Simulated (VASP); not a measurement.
Here is a VASP 6.6.1 calculation.

Contents of INCAR:

```
SYSTEM = Bi2Te3
PREC = Accurate
ENCUT = 520
EDIFF = 1E-8
ISMEAR = -1
SIGMA = 0.08
LREAL = .FALSE.
LASPH = .TRUE.
NELM = 100
ALGO = Normal
ISIF = 2
LWAVE = .FALSE.
LCHARG = .FALSE.
GGA = PE
LEFG = .TRUE.
NBANDS = 32
```

KPOINTS

```
Automatic mesh
0
G
  8 8 8
  0 0 0
```

File POSCAR:

```
Bi2Te3
1.0
    2.2085012539      1.2750787934      9.9466700000
   -2.2085012539      1.2750787934      9.9466700000
    0.0000000000     -2.5501575869      9.9466700000
Bi Te
2 3
Direct
    0.8120000000      0.8120000000      0.8120000000
    0.4020000000      0.4020000000      0.4020000000
    0.6110000000      0.6110000000      0.6110000000
    0.2000000000      0.2000000000      0.2000000000
    0.0000000000      0.0000000000      0.0000000000
```

Potentials or basis: VASP PAW PBE potentials, release 64 (Bi_d, Te).

The run is started by

```sh
$ cat potpaw_PBE.64/Bi_d/POTCAR potpaw_PBE.64/Te/POTCAR > POTCAR
$ mpirun -np 1 vasp_std > vasp.out
```

Q: Predict the band gap on the k mesh.

A: Zero (bands 24 and 25 overlap by 0.17 eV).

Q: Estimate the largest force.

A: 1.208 eV/Å.

Electric field gradients, principal values (V/Å²):
| atom | least | middle | greatest (by size) |
| --- | --- | --- | --- |
| 1 Bi | 26.074 | 26.074 | -52.149 |
| 2 Bi | 1.576 | 1.576 | -3.152 |
| 3 Te | -4.138 | -4.138 | 8.276 |
| 4 Te | -7.234 | -7.234 | 14.468 |
| 5 Te | -11.973 | -11.973 | 23.946 |

Caveat: without QUAD_EFG the Cq values of the log hold for a quadrupole moment of 1 mb, not for the nuclei; spin-orbit coupling is left out, which moves the levels of the heavy elements; forces of over 1 eV/Å act on the atoms, so gaps and moduli don't describe the material at rest.
